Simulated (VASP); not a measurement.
RbAl2: relaxation of cell and atoms with PBE

The system is RbAl2.

```
Rb Al
1.0
     5.21564    0.00000    0.00000
     0.00000    5.21564    0.00000
     0.00000    0.00000    4.81121
Rb Al
1 2
Direct
  0.50000 0.50000 0.50000
  0.00000 0.00000 0.24882
  0.00000 0.00000 0.75118
```

```yaml
Program: VASP 6.6.1
Task: relaxation of cell and atoms
Functional: PBE
Potentials_or_basis: VASP PAW PBE potentials, release 64 (Rb_sv, Al)
Cutoff: 600 eV
k_mesh: 10 × 10 × 10
Occupations: gaussian, width 0.1 eV
Spin: no spin polarisation
Dipole_correction: no
Further_INCAR_settings: ALGO = Normal; EDIFF = 1e-06; IBRION = 2; EDIFFG = -0.01; NSW = 100; ISIF = 3
```

```json
{"Relaxed volume": "45.31 Å³/atom", "Relaxed cell": "a = 5.312 Å, b = 5.312 Å, c = 4.817 Å, α = 90.00°, β = 90.00°, γ = 90.00°", "Space group after relaxing (to 0.05 Å)": "P4/mmm (No. 123)", "Energy gained by relaxing": "1.9 meV/atom", "Ionic steps": "8", "Pressure after relaxing": "0.0 GPa"}
```

Forces in eV/Å, atoms in the order of the input:
```
Rb   0.000  0.000  0.000
Al   0.000  0.000 -0.002
Al   0.000  0.000  0.002
```

The path:
| step | energy change (eV) | largest force (eV/Å) | pressure (GPa) | volume (Å³) |
| --- | --- | --- | --- | --- |
| 1 | 0.0000 | 0.1292 | 0.28 | 130.88 |
| 2 | -0.0027 | 0.0327 | 0.13 | 132.31 |
| 3 | -0.0029 | 0.1032 | 0.07 | 132.94 |
| 4 | -0.0049 | 0.0775 | 0.07 | 134.27 |
| 5 | -0.0056 | 0.0481 | 0.06 | 135.81 |
| 6 | -0.0056 | 0.0517 | 0.06 | 135.60 |
| 7 | -0.0057 | 0.0331 | -0.04 | 136.16 |
| 8 | -0.0058 | 0.0020 | 0.00 | 135.93 |

Final structure:
```xyz
3
Lattice="5.3123 0.0000 0.0000 0.0000 5.3123 0.0000 0.0000 0.0000 4.8165" Properties=species:S:1:pos:R:3 pbc="T T T"
Rb    2.6562    2.6562    2.4083
Al    0.0000    0.0000    1.2047
Al    0.0000    0.0000    3.6118
```

Levels at points of the mesh, in eV from the Fermi level:
```
           k point  band 5  band 6  band 7  band 8  band 9  band 10  band 11
(0.00, 0.00, 0.00)   -6.62   -1.37   -0.13   -0.13    0.50     1.52     2.19
(0.50, 0.00, 0.00)   -6.36   -1.78   -1.23   -0.30    0.56     3.10     3.12
(0.50, 0.50, 0.00)   -6.34   -1.19   -1.13   -1.13    0.91     1.73     3.67
(0.00, 0.00, 0.50)   -5.14   -4.95    1.15    1.15    1.31     1.31     3.13
(0.50, 0.00, 0.50)   -4.86   -4.85   -0.34    0.04    0.93     1.50     3.31
(0.50, 0.50, 0.50)   -4.88   -4.70    0.01    0.01    0.39     0.39     3.67
```

Wall time 9.7 min on 1 thread of Intel(R) Xeon(R) Platinum 8259CL CPU @ 2.50GHz (Skylake/Cascade Lake), with other jobs on the host, peak memory 0.44 GiB.
